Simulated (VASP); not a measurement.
# Cd (P6_3/mmc) in VASP: single point with PBEsol

Aim: the single point of Cd with PBEsol.

Program: VASP 6.6.1. These are calculated values, not measurements. Logs are shortened: lines on timing, memory, paths and dates and some standing lists are left out, and cuts for length are marked.

## (1) The cell of the first run

It takes space group P6_3/mmc (No. 194, hexagonal). Conventional cell: a = 2.919 Å, b = 2.919 Å, c = 5.618 Å, α = 90.00°, β = 90.00°, γ = 120.00°. Cd (site symmetry -6m2) has 12 Cd at 2.92 to 3.28 Å within 3.8 Å.

## (2) Single point, PBEsol (strain -0.0200 x Voigt [1, 1, 0, 0, 0, 0])

Contents of INCAR:

```
SYSTEM = Cd
ALGO = Normal
EDIFF = 1E-6
ENCUT = 630
GGA = PS
GGA_COMPAT = .FALSE.
ISIF = 2
ISMEAR = 0
LASPH = .TRUE.
LCHARG = .FALSE.
LREAL = .FALSE.
LWAVE = .FALSE.
NBANDS = 27
NELM = 120
PREC = Accurate
SIGMA = 0.15
```

Contents of KPOINTS:

```
k-points
0
G
  18 18 8
  0 0 0
```

Contents of POSCAR:

```
Cd
1.0
    2.9192950579      0.0000000000      0.0000000000
   -1.4596475289      2.5281836813      0.0000000000
    0.0000000000      0.0000000000      5.6176500000
Cd
2
Direct
    0.3333333333      0.6666666667      0.2500000000
    0.6666666667      0.3333333333      0.7500000000
```

Potentials or basis: VASP PAW PBE potentials, release 64 (Cd_sv_GW).

The run is started by

```bash
cat potpaw_PBE.64/Cd_sv_GW/POTCAR > POTCAR
mpirun -np 1 vasp_std > vasp.out
```

OUTCAR:

```text
SYSTEM = Cd
   EDIFF = 1E-6
   ENCUT = 630
   GGA = PS
   ISIF = 2
   ISMEAR = 0
   LASPH = .TRUE.
   LREAL = .FALSE.
   NELM = 120
   PREC = Accurate

 ion  position               nearest neighbor table
   1  0.333  0.667  0.250-
   2  0.667  0.333  0.750-

  LATTYP: Found a hexagonal cell.
 ALAT       =     2.9192950579
 C/A-ratio  =     1.9243173056

  Lattice vectors:

 A1 = (   2.9192950579,   0.0000000000,   0.0000000000)
 A2 = (  -1.4596475289,   2.5281836813,   0.0000000000)
 A3 = (   0.0000000000,   0.0000000000,   5.6176500000)

Analysis of symmetry for initial positions (statically):
=====================================================================
 Subroutine PRICEL returns:
 Original cell was already a primitive cell.

 Routine SETGRP: Setting up the symmetry group for a
 hexagonal supercell.

 Subroutine GETGRP returns: Found 24 space group operations
 (whereof 12 operations were pure point group operations)
 out of a pool of 24 trial point group operations.

The static configuration has the point symmetry D_3d.
 The point group associated with its full space group is D_6h.

Analysis of symmetry for dynamics (positions and initial velocities):
=====================================================================
 Subroutine PRICEL returns:
 Original cell was already a primitive cell.

 Routine SETGRP: Setting up the symmetry group for a
 hexagonal supercell.

 Subroutine GETGRP returns: Found 24 space group operations
 (whereof 12 operations were pure point group operations)
 out of a pool of 24 trial point group operations.

The dynamic configuration has the point symmetry D_3d.
 The point group associated with its full space group is D_6h.

 Subroutine INISYM returns: Found 24 space group operations
 (whereof 12 operations are pure point group operations),
 and found     1 'primitive' translations

----------------------------------------------------------------------------------------

                                     Primitive cell

  volume of cell :      41.4611

  direct lattice vectors                    reciprocal lattice vectors
     2.919295058  0.000000000  0.000000000     0.342548451  0.197770440  0.000000000
    -1.459647529  2.528183681  0.000000000     0.000000000  0.395540881  0.000000000
     0.000000000  0.000000000  5.617650000     0.000000000  0.000000000  0.178010378

  length of vectors
     2.919295058  2.919295058  5.617650000     0.395540881  0.395540881  0.178010378

  position of ions in fractional coordinates (direct lattice)
     0.333333333  0.666666667  0.250000000
[... 77 lines left out ...]
   NELM   =    120;   NELMIN=  2; NELMDL= -5     # of ELM steps
   EDIFF  = 0.1E-05   stopping-criterion for ELM
   LREAL  =      F    real-space projection
   EDIFFG = 0.1E-04   stopping-criterion for IOM
   NSW    =      0    number of steps for IOM
   IBRION =     -1    ionic relax: 0-MD 1-quasi-New 2-CG
   NFREE  =      0    steps in history (QN), initial steepest desc. (CG)
   ISIF   =      2    stress and relaxation
   ISYM   =      2    0-nonsym 1-usesym 2-fastsym
   POTIM  = 0.5000    time-step for ionic-motion
   TEBEG  =    0.0;   TEEND  =   0.0 temperature during run
   PSTRESS=    0.0 pullay stress
   NELECT =      40.0000    total number of electrons
   NUPDOWN=      -1.0000    fix difference up-down
   EMIN   =  10.00;   EMAX   =-10.00  energy-range for DOS
   EFERMI =   0.00;   METHOD = LEGACY
   ISMEAR =     0;   SIGMA  =   0.15  broadening in eV -4-tet -1-fermi 0-gaus
   EFERMI_NEDOS =   21; number of points for ismear=-14 and -15
   IALGO  =     38    algorithm
   IMIX   =      4    mixing-type and parameters
     AMIX     =   0.40;   BMIX     =  1.00
     AMIX_MAG =   1.60;   BMIX_MAG =  1.00
  volume/ion in A,a.u.               =      20.73       139.90
  Fermi-wavevector in a.u.,A,eV,Ry     =   1.617637  3.056891 35.603037  2.616749
  Thomas-Fermi vector in A             =   2.712030
   LORBIT       =      0    0 simple, 1 ext, 2 COOP (PROOUT), +10 PAW based schemes
   GGA     = PS    functional components
   LHFCALC =     F    Hartree Fock is set to
   AEXX    =    0.0000 exact exchange contribution
   IVDW    =     0    specifies the selected vdW correction
   LEPSILON=     F    determine dielectric tensor
   LRPA    =     F    only Hartree local field effects (RPA)
 non-spin polarized calculation
 Gauss-broadening in eV      SIGMA  =   0.15
  energy-cutoff  :      630.00
  volume of cell :       41.46
 maximum number of plane-waves:      1516
 NGX is ok and might be reduce to    24
   NGX = 11   NGY = 11   NGZ = 23

 number of electron      39.9999994 magnetization

 Free energy of the ion-electron system (eV)
  ---------------------------------------------------
  ext. energy  EPLUGINS =         0.00000000
  ---------------------------------------------------
  free energy    TOTEN  =        -2.51643566 eV

  energy without entropy =       -2.51221719  energy(sigma->0) =       -2.51432643

 E-fermi :   6.8274     XC(G=0): -11.7091

 val. band max:        6.7961951349   @ k =   0.2222   0.0556   0.1250
 cond. band min:       6.8793593453   @ k =   0.0556   0.0556   0.2500
 fundamental gap:      0.0831642104
 Fermi energy:         6.8273808663

 k-point     1 :       0.0000    0.0000    0.0000
  band No.  band energies     occupation
      1     -96.2787      2.00000
      2     -96.2775      2.00000
      3     -57.3564      2.00000
      4     -57.3353      2.00000
      5     -57.3141      2.00000
      6     -57.3141      2.00000
[... 709 lines left out ...]
     26      17.9957      0.00000
     27      18.5898      0.00000

 [... further k-points ...]

------------------------ aborting loop because EDIFF is reached ----------------------------------------

  FORCE on cell =-STRESS in cart. coord.  units (eV):
  Direction    XX          YY          ZZ          XY          YZ          ZX
  --------------------------------------------------------------------------------------
  -------------------------------------------------------------------------------------
  Total        0.3471380      0.3471380      0.0540741      0.0000000     -0.0000000     -0.0000000
  in kB       13.4144077     13.4144077      2.0895771      0.0000000     -0.0000000     -0.0000000
  external PRESSURE =       9.6394642 kB  Pullay stress =       0.0000000 kB

 VOLUME and BASIS-vectors are now :
 -----------------------------------------------------------------------------
  energy-cutoff  :      630.00
  volume of cell :       41.46
      direct lattice vectors                 reciprocal lattice vectors
     2.919295058  0.000000000  0.000000000     0.342548451  0.197770440  0.000000000
    -1.459647529  2.528183681  0.000000000     0.000000000  0.395540881  0.000000000
     0.000000000  0.000000000  5.617650000     0.000000000  0.000000000  0.178010378

 POSITION                                       TOTAL-FORCE (eV/Angst)
 -----------------------------------------------------------------------------------
     -0.00000      1.68546      1.40441        -0.000000      0.000000      0.000000
      1.45965      0.84273      4.21324         0.000000      0.000000      0.000000
 -----------------------------------------------------------------------------------
    total drift:                                0.000000     -0.000000      0.000000

  FREE ENERGIE OF THE ION-ELECTRON SYSTEM (eV)
  ---------------------------------------------------
  free  energy   TOTEN  =        -2.5164356621 eV

  energy  without entropy=       -2.5122171943  energy(sigma->0) =       -2.51432643
```

stdout:

```text
POSCAR found type information on POSCAR Cd
 POSCAR found :  1 types and       2 ions
 scaLAPACK will be used
 -----------------------------------------------------------------------------
|                                                                             |
|                                                                             |
|     You enforced a specific xc type in the INCAR file but a different       |
|     I HOPE YOU KNOW WHAT YOU ARE DOING!                                     |
|                                                                             |
 -----------------------------------------------------------------------------

 LDA part: xc-table for (Slater+PW92), standard interpolation
 POSCAR, INCAR and KPOINTS ok, starting setup
 FFT: planning ... GRIDC
 FFT: planning ... GRID_SOFT
 FFT: planning ... GRID
 WAVECAR not read
 entering main loop
```

Run time: 74 s. Hardware: 1 thread of Intel Xeon 6975P-C (Granite Rapids), shared host; peak memory 0.37 GiB.

What came out:

- Free energy: -2.5164 eV
- Pressure: 1.0 GPa
- Band gap on the k mesh: zero (bands 20 and 21 overlap by 4.89 eV)

Stress tensor (GPa, compression positive):
```
1.34 0.00 0.00
0.00 1.34 0.00
0.00 0.00 0.21
```

Levels at points of the mesh, in eV from the Fermi level:
```csv
k point,band 17,band 18,band 19,band 20,band 21,band 22,band 23,band 24
"(0.00, 0.00, 0.00)",-8.74,-8.49,-8.49,-3.37,-3.26,9.97,13.93,14.73
"(0.50, 0.00, 0.00)",-8.18,-8.15,-2.46,-1.81,1.89,2.97,3.26,5.27
"(0.00, 0.00, 0.50)",-8.60,-8.60,-7.68,-7.68,3.43,3.43,14.21,14.21
"(0.50, 0.00, 0.50)",-8.16,-8.16,-1.70,-1.70,0.21,0.21,7.88,7.88
```

Caveat: the cell differs from its parent crystal (strain -0.0200 x Voigt [1, 1, 0, 0, 0, 0]); the PAW data sets were made with another functional, which shifts forces and pressure a little.

The gap in the log of VASP goes by the Fermi energy; the results here count the filled bands.